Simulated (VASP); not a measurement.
Write the native input for VASP 6.6.1 that does the following.

```
Task                   : single point
Functional             : r2SCAN
Potentials or basis    : VASP PAW PBE potentials, release 64 (N, W_sv)
Cutoff                 : 520 eV
k mesh                 : 8 × 8 × 8
Occupations            : fermi-dirac, width 0.1083 eV
Spin                   : no spin polarisation
Hubbard terms          : W d U = 2.56 eV
Dipole correction      : no
Further INCAR settings : ALGO = Normal; EDIFF = 1e-06; NBANDS = 40
```

Crystal: W3N4.

```
CELL_PARAMETERS angstrom
4.19971 0.00000 0.00000
0.00000 4.19971 0.00000
0.00000 0.00000 4.19971
ATOMIC_POSITIONS crystal
N 0.50000 0.50000 0.50000
N 0.50000 0.00000 0.00000
N 0.00000 0.50000 0.00000
N 0.00000 0.00000 0.50000
W 0.50000 0.50000 0.00000
W 0.00000 0.50000 0.50000
W 0.50000 0.00000 0.50000
```

These files were run (other wordings do the same):

POSCAR

```
W3N4
1.0
    4.1997128850      0.0000000000      0.0000000000
    0.0000000000      4.1997128850      0.0000000000
    0.0000000000      0.0000000000      4.1997128850
N W
4 3
Direct
    0.5000000000      0.5000000000      0.5000000000
    0.5000000000      0.0000000000      0.0000000000
    0.0000000000      0.5000000000      0.0000000000
    0.0000000000      0.0000000000      0.5000000000
    0.5000000000      0.5000000000      0.0000000000
    0.0000000000      0.5000000000      0.5000000000
    0.5000000000      0.0000000000      0.5000000000
```

INCAR.step1

```
PREC = Accurate ; ENCUT = 520
ISMEAR = -1 ; SIGMA = 0.1083
LREAL = F ; LASPH = T
NELM = 150 ; LMAXMIX = 4
LDAU = T ; LDAUTYPE = 2
LDAUL = -1 2 ; LDAUU = 0 2.56
LDAUJ = 0 0 ; NBANDS = 40
GGA = PE ; ALGO = Normal
EDIFF = 1E-4 ; LWAVE = T
LCHARG = F
```

INCAR.step2

```
PREC = Accurate ; ENCUT = 520
EDIFF = 1E-6 ; ISMEAR = -1
SIGMA = 0.1083 ; LREAL = F
LASPH = T ; NELM = 150
ALGO = Normal ; ISIF = 2
LWAVE = F ; LCHARG = F
LMAXMIX = 4 ; LDAU = T
LDAUTYPE = 2 ; LDAUL = -1 2
LDAUU = 0 2.56 ; LDAUJ = 0 0
LDAUPRINT = 1 ; METAGGA = R2SCAN
LMIXTAU = T ; NBANDS = 40
ISTART = 1
```

KPOINTS

```
Automatic mesh
0
Gamma
  8 8 8
```

Potentials or basis: VASP PAW PBE potentials, release 64 (N, W_sv).

The run is started by

```console
$ cat potpaw_PBE.64/N/POTCAR potpaw_PBE.64/W_sv/POTCAR > POTCAR
$ cp INCAR.step1 INCAR
$ mpirun -np 1 vasp_std > vasp.out
$ cp INCAR.step2 INCAR
$ mpirun -np 1 vasp_std > vasp.out
```

It gave:

The pressure is 6.2 GPa and the band gap on the k mesh is zero (bands 31 and 32 overlap by 2.36 eV).

Caveat: the cell stands under pressure; the PAW data sets were made with another functional, which shifts forces and pressure a little; spin-orbit coupling is left out, which moves the levels of the heavy elements; U without spin polarisation on a metal has little footing.

Wall time 6 min on 1 thread of AMD EPYC 7R43 64-Core Processor (Zen 3), with other jobs on the host, peak memory 0.19 GiB.
